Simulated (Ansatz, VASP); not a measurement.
This is a calculation of Mg for VASP 6.6.1.

Contents of INCAR:

```
  AGGAC = 1.0
  AGGAX = 1.0
  ALDAC = 0.0
  ALDAX = 1.0
  ALGO = Normal
  EDIFF = 1E-6
  EDIFFG = -0.005
  ENCUT = 600
  GGA = B5
  IBRION = 2
  ISIF = 3
  ISMEAR = -1
  LASPH = T
  LCHARG = F
  LREAL = F
  LWAVE = F
  NELM = 60
  NSW = 80
  PREC = Accurate
  SIGMA = 0.05
```

File KPOINTS:

```
k-points
0
Gamma
  10 10 5
```

The input POSCAR:

```
Mg
1.0
    3.2093000000      0.0000000000      0.0000000000
   -1.6046500000      2.7793353284      0.0000000000
    0.0000000000      0.0000000000      5.2103000000
Mg
2
Direct
    0.6666666667      0.3333333333      0.7500000000
    0.3333333333      0.6666666667      0.2500000000
```

Potentials or basis: VASP PAW PBE potentials, release 64 (Mg).

Run with:

```console
$ cat potpaw_PBE.64/Mg/POTCAR > POTCAR
$ mpirun -np 1 vasp_std > vasp.out
```

**Question.** Translate it to Ansatz 0.2.0. Potentials there: all-electron LAPW, scalar-relativistic.

**Answer.** As run (the cutoff follows the program's own potentials):

Contents of input.yaml:

```yaml
crystal:
  lattice:
    - [3.2093, 0.0, 0.0]
    - [-1.60465, 2.7793353284, 0.0]
    - [0.0, 0.0, 5.2103]
  atoms:
    - { symbol: Mg, position: [0.6666666667, 0.3333333333, 0.75] }
    - { symbol: Mg, position: [0.3333333333, 0.6666666667, 0.25] }
kpoints:
  mp_grid: { grid: [10, 10, 5] }
scf:
  occupations: { method: fermi_dirac, width: 0.05 }
hamiltonian:
  xc: blyp
  pseudopotentials: { kind: all_electron, lapw: { basis_error: 0.001 } }
output:
  forces: true
  stress: true
relax:
  f_tol: 0.005
  max_steps: 60
  cell: {}
```

Potentials or basis: all-electron LAPW, scalar-relativistic.

Command:

```bash
$ ansatz run input.yaml --threads 1 --pin off --max-ram 3072MiB --backend cpu --events-out ev --progress --plain --runs-dir out
```

Both were run:

|  | VASP | Ansatz | Ansatz less VASP |
| --- | --- | --- | --- |
| relaxed volume (Å³/atom) | 23.54 | 23.59 | +0.045 |
| relaxed cell length with the largest relative difference (Å) | 5.380 | 5.383 | +0.0035 |

VASP's potentials were made for PBE, not for BLYP. Ansatz ran all-electron here, and VASP with PAW potentials.
